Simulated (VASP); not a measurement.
Input of a VASP 6.6.1 run:

Contents of INCAR:

```
SYSTEM = Al9O
PREC     = Accurate       ! precision mode
ENCUT    = 520            ! plane-wave cutoff, eV
EDIFF    = 1E-7           ! SCF threshold, eV
ISMEAR   = 0              ! smearing method
SIGMA    = 0.1            ! smearing width, eV
LREAL    = .FALSE.        ! projectors in reciprocal space
LASPH    = .TRUE.         ! aspherical terms in the spheres
NELM     = 60             ! most SCF steps
ALGO     = Normal         ! electronic algorithm
ISIF     = 2              ! what is computed and relaxed
LWAVE    = .FALSE.        ! write WAVECAR
LCHARG   = .TRUE.         ! write CHGCAR
LDIPOL   = .TRUE.       
IDIPOL   = 3            
DIPOL    = 0.5 0.5 0.343
GGA      = PE             ! functional
LELF     = .TRUE.         ! ELF
LVHAR    = .TRUE.       
LVACPOTAV= .TRUE.       
NBANDS   = 28             ! bands
```

Contents of KPOINTS:

```
Automatic mesh
0
G
  9 3 1
  0 0 0
```

Contents of POSCAR:

```
Al9O
1.0
    2.8543223330      0.0000000000      0.0000000000
   -1.4271611665      9.7033329366      0.0000000000
    0.0000000000      0.0000000000     20.2902708969
Al O
9 1
Direct
    0.5324485604      0.0648971207      0.1971388169
    0.6709687938      0.3419375876      0.2462255645
    0.2986728405      0.5973456810      0.2560429140
    0.9263768872      0.8527537744      0.2658602636
    0.0639738222      0.1277383808      0.3154281718
    0.1995905480      0.4042696935      0.3707822583
    0.8288544886      0.6597110299      0.3785032288
    0.4526361687      0.9111292155      0.3874342692
   -0.1486557689     -0.0535837817      0.5351673258
    1.3425232094      0.9314597089      0.4783056863
```

Potentials or basis: VASP PAW PBE potentials, release 64 (Al, O).

Launch:

```bash
$ cat potpaw_PBE.64/Al/POTCAR potpaw_PBE.64/O/POTCAR > POTCAR
$ mpirun -np 1 vasp_std > vasp.out
```

(1) Estimate the largest force.

Answers

(1) 0.580 eV/Å.

Caveat: an odd number of electrons without spin polarisation forces a metal; a magnetic or distorted state may lie lower.
